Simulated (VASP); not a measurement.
# MgCd5Te6 (P3m1) in VASP: notebook, part 3 of 3

VASP 6.6.1.

**5. Single point, PBE**

This run uses another cell than the first one, of 35.94 Å³/atom.

File INCAR:

```
SYSTEM = MgCd5Te6
PREC     = Accurate       ! precision mode
ENCUT    = 520            ! plane-wave cutoff, eV
EDIFF    = 1E-7           ! SCF threshold, eV
ISMEAR   = 0              ! smearing method
SIGMA    = 0.02           ! smearing width, eV
LREAL    = .False.        ! projectors in reciprocal space
LASPH    = .True.         ! aspherical terms in the spheres
NELM     = 60             ! most SCF steps
ALGO     = Normal         ! electronic algorithm
ISIF     = 2              ! what is computed and relaxed
LWAVE    = .False.        ! write WAVECAR
LCHARG   = .False.        ! write CHGCAR
GGA      = PE             ! functional
NBANDS   = 61             ! bands
```

File KPOINTS:

```
Automatic mesh
0
Gamma
  6 6 2
  0 0 0
```

File POSCAR:

```
MgCd5Te6
1.0
    4.6644567950      0.0000000000      0.0000000000
   -2.3322283975      4.0395380793      0.0000000000
    0.0000000000      0.0000000000     22.8906652915
Mg Cd Te
1 5 6
Direct
    0.6666666667      0.3333333333      0.1656250726
    0.3333333333      0.6666666667      0.0021453674
    0.3333333333      0.6666666667      0.3317747345
    0.3333333333      0.6666666667      0.6667660814
    0.6666666667      0.3333333333      0.4991901967
    0.6666666667      0.3333333333      0.8343429746
    0.3333333333      0.6666666667      0.1274540847
    0.3333333333      0.6666666667      0.4570520228
    0.3333333333      0.6666666667      0.7921633681
    0.6666666667      0.3333333333      0.2891945095
    0.6666666667      0.3333333333      0.6245644055
    0.6666666667      0.3333333333      0.9597271621
```

Potentials or basis: VASP PAW PBE potentials, release 64 (Mg, Cd, Te).

Started as:

```bash
cat potpaw_PBE.64/Mg/POTCAR potpaw_PBE.64/Cd/POTCAR potpaw_PBE.64/Te/POTCAR > POTCAR
mpirun -np 1 vasp_std > vasp.out
```

OUTCAR:

```text
SYSTEM = MgCd5Te6
   PREC = Accurate
   ENCUT = 520
   EDIFF = 1E-7
   ISMEAR = 0
   LREAL = .False.
   LASPH = .True.
   NELM = 60
   ISIF = 2
   GGA = PE

 ion  position               nearest neighbor table
   1  0.667  0.333  0.166-  10 2.83   7 2.83   7 2.83   7 2.83
   2  0.333  0.667  0.002-  12 2.86  12 2.86  12 2.86   7 2.87
   3  0.333  0.667  0.332-  10 2.86  10 2.86  10 2.86   8 2.87
   4  0.333  0.667  0.667-  11 2.86  11 2.86  11 2.86   9 2.87
   5  0.667  0.333  0.499-   8 2.86   8 2.86   8 2.86  11 2.87
   6  0.667  0.333  0.834-   9 2.86   9 2.86   9 2.86  12 2.87
   7  0.333  0.667  0.127-   1 2.83   1 2.83   1 2.83   2 2.87
   8  0.333  0.667  0.457-   5 2.86   5 2.86   5 2.86   3 2.87
   9  0.333  0.667  0.792-   6 2.86   6 2.86   6 2.86   4 2.87
  10  0.667  0.333  0.289-   1 2.83   3 2.86   3 2.86   3 2.86
  11  0.667  0.333  0.625-   4 2.86   4 2.86   4 2.86   5 2.87
  12  0.667  0.333  0.960-   2 2.86   2 2.86   2 2.86   6 2.87

  LATTYP: Found a hexagonal cell.
 ALAT       =     4.6644567950
 C/A-ratio  =     4.9074664634

  Lattice vectors:

 A1 = (   4.6644567950,   0.0000000000,   0.0000000000)
[... 1089 lines left out ...]

------------------------ aborting loop because EDIFF is reached ----------------------------------------

  FORCE on cell =-STRESS in cart. coord.  units (eV):
  Direction    XX          YY          ZZ          XY          YZ          ZX
  --------------------------------------------------------------------------------------
  -------------------------------------------------------------------------------------
  Total        0.3264082      0.3264082      0.3220157     -0.0000000      0.0000000      0.0000000
  in kB        1.2124963      1.2124963      1.1961796     -0.0000000      0.0000000      0.0000000
  external PRESSURE =       1.2070574 kB  Pullay stress =       0.0000000 kB

 VOLUME and BASIS-vectors are now :
 -----------------------------------------------------------------------------
  energy-cutoff  :      520.00
  volume of cell :      431.31
      direct lattice vectors                 reciprocal lattice vectors
     4.664456795  0.000000000  0.000000000     0.214387236  0.123776528  0.000000000
    -2.332228398  4.039538079  0.000000000     0.000000000  0.247553057  0.000000000
     0.000000000  0.000000000 22.890665291     0.000000000  0.000000000  0.043685930

 POSITION                                       TOTAL-FORCE (eV/Angst)
 -----------------------------------------------------------------------------------
      2.33223      1.34651      3.79127        -0.000000      0.000000      0.006693
     -0.00000      2.69303      0.04911         0.000000      0.000000      0.000762
     -0.00000      2.69303      7.59454         0.000000      0.000000      0.002357
     -0.00000      2.69303     15.26272         0.000000     -0.000000      0.003886
      2.33223      1.34651     11.42680        -0.000000      0.000000      0.002278
      2.33223      1.34651     19.09867         0.000000     -0.000000      0.002660
     -0.00000      2.69303      2.91751        -0.000000      0.000000      0.013997
     -0.00000      2.69303     10.46222        -0.000000      0.000000     -0.003271
     -0.00000      2.69303     18.13315        -0.000000     -0.000000     -0.003778
      2.33223      1.34651      6.61985         0.000000      0.000000     -0.020562
      2.33223      1.34651     14.29669         0.000000     -0.000000     -0.001789
      2.33223      1.34651     21.96879         0.000000     -0.000000     -0.003232
 -----------------------------------------------------------------------------------
    total drift:                               -0.000000      0.000000     -0.001331

  FREE ENERGIE OF THE ION-ELECTRON SYSTEM (eV)
  ---------------------------------------------------
  free  energy   TOTEN  =       -30.4059470580 eV

  energy  without entropy=      -30.4059470580  energy(sigma->0) =      -30.40594706
```

OSZICAR:

```text
N       E                     dE             d eps       ncg     rms          rms(c)
DAV:   1     0.605991672642E+03    0.60599E+03   -0.41740E+04  1716   0.137E+03
DAV:   2     0.766753795106E+01   -0.59832E+03   -0.57785E+03  1938   0.310E+02
DAV:   3    -0.311001585353E+02   -0.38768E+02   -0.38531E+02  1959   0.771E+01
DAV:   4    -0.318030920462E+02   -0.70293E+00   -0.70177E+00  2011   0.938E+00
DAV:   5    -0.318135136923E+02   -0.10422E-01   -0.10419E-01  1972   0.126E+00    0.113E+01
DAV:   6    -0.304837905038E+02    0.13297E+01   -0.29329E+00  1950   0.992E+00    0.928E+00
DAV:   7    -0.304028690370E+02    0.80921E-01   -0.13305E+00  1939   0.359E+00    0.324E+00
DAV:   8    -0.304066814805E+02   -0.38124E-02   -0.97326E-02  1837   0.198E+00    0.146E+00
DAV:   9    -0.304061311917E+02    0.55029E-03   -0.15174E-02  1906   0.574E-01    0.450E-01
DAV:  10    -0.304056490612E+02    0.48213E-03   -0.30059E-03  1913   0.270E-01    0.189E-01
DAV:  11    -0.304057542872E+02   -0.10523E-03   -0.55383E-04  1871   0.105E-01    0.899E-02
DAV:  12    -0.304058838860E+02   -0.12960E-03   -0.11014E-04  1809   0.477E-02    0.388E-02
DAV:  13    -0.304059335216E+02   -0.49636E-04   -0.60684E-05  1880   0.301E-02    0.166E-02
DAV:  14    -0.304059467861E+02   -0.13264E-04   -0.20150E-05  1824   0.164E-02    0.105E-02
DAV:  15    -0.304059470781E+02   -0.29202E-06   -0.13867E-06  1742   0.397E-03    0.556E-03
DAV:  16    -0.304059470580E+02    0.20089E-07   -0.22356E-07  1500   0.139E-03
   1 F= -.30405947E+02 E0= -.30405947E+02  d E =-.279868E-23
```

stdout:

```text
POSCAR found type information on POSCAR MgCdTe
 POSCAR found :  3 types and      12 ions
 scaLAPACK will be used
 LDA part: xc-table for (Slater+PW92), standard interpolation
 POSCAR, INCAR and KPOINTS ok, starting setup
 FFT: planning ... GRIDC
 FFT: planning ... GRID_SOFT
 FFT: planning ... GRID
 WAVECAR not read
 entering main loop
```

Run time: 15 min. Hardware: 1 thread of Intel Xeon 8259CL, shared host; peak memory 0.71 GiB.

What came out:

- Free energy: -30.4059 eV
- Pressure: 0.1 GPa
- Largest force: 0.021 eV/Å
- Band gap on the k mesh: 0.79 eV

Forces on the atoms (eV/Å):
```
Mg   0.000  0.000  0.007
Cd   0.000  0.000  0.001
Cd   0.000  0.000  0.002
Cd   0.000  0.000  0.004
Cd   0.000  0.000  0.002
Cd   0.000  0.000  0.003
Te   0.000  0.000  0.014
Te   0.000  0.000 -0.003
Te   0.000  0.000 -0.004
Te   0.000  0.000 -0.021
Te   0.000  0.000 -0.002
Te   0.000  0.000 -0.003
```

Levels at points of the mesh, in eV from the valence-band top:
```
           k point  band 47  band 48  band 49  band 50  band 51  band 52
(0.00, 0.00, 0.00)    -0.10     0.00     0.00     0.79     1.67     1.83
(0.50, 0.00, 0.00)    -1.01    -0.95    -0.70     2.06     2.21     2.52
(0.00, 0.00, 0.50)    -0.11    -0.01    -0.01     1.25     1.41     1.71
(0.50, 0.00, 0.50)    -1.12    -0.82    -0.75     2.23     2.31     2.34
```

Caveat: spin-orbit coupling is left out, which moves the levels of the heavy elements.

**6. The runs side by side**

| task | cell | k mesh | cutoff (eV) | smearing | gap on the mesh (eV) | pressure (GPa) | largest force (eV/Å) |
| --- | --- | --- | --- | --- | --- | --- | --- |
| relaxation of cell and atoms | relaxed from a = 4.323, b = 4.323, c = 21.280 Å, angles 90.0, 90.0, 120.0°, 12 atoms, atomic positions A | 6 × 6 × 1 | 600 | gaussian 0.1 eV | 0.79 | 0.0 | 0.04 |
| single point | a = 4.323, b = 4.323, c = 21.280 Å, angles 90.0, 90.0, 120.0°, 12 atoms, atomic positions A | 6 × 6 × 1 | 520 | gaussian 0.1 eV | 1.52 | 13.7 | 0.59 |
| single point | a = 4.664, b = 4.664, c = 22.891 Å, angles 90.0, 90.0, 120.0°, 12 atoms, atomic positions B | 6 × 6 × 1 | 520 | gaussian 0.1 eV | 0.79 | 0.1 | 0.02 |
| single point | a = 4.664, b = 4.664, c = 22.891 Å, angles 90.0, 90.0, 120.0°, 12 atoms, atomic positions B | 6 × 6 × 2 | 520 | gaussian 0.02 eV | 0.79 | 0.1 | 0.02 |

Alike in all rows: level PBE; potentials or basis VASP PAW PBE potentials, release 64 (Mg, Cd, Te); no spin polarisation.

Caveats: spin-orbit coupling is left out, which moves the levels of the heavy elements; the volume moved by over 15 % at a fixed basis, so the end points are rough (at least some runs); the cell stands under pressure (at least some runs); an odd mesh through Γ misses points on the zone boundary, where band edges can lie (at least some runs).

Total energies depend on the potentials used, so only differences within one code and one set of settings carry meaning.
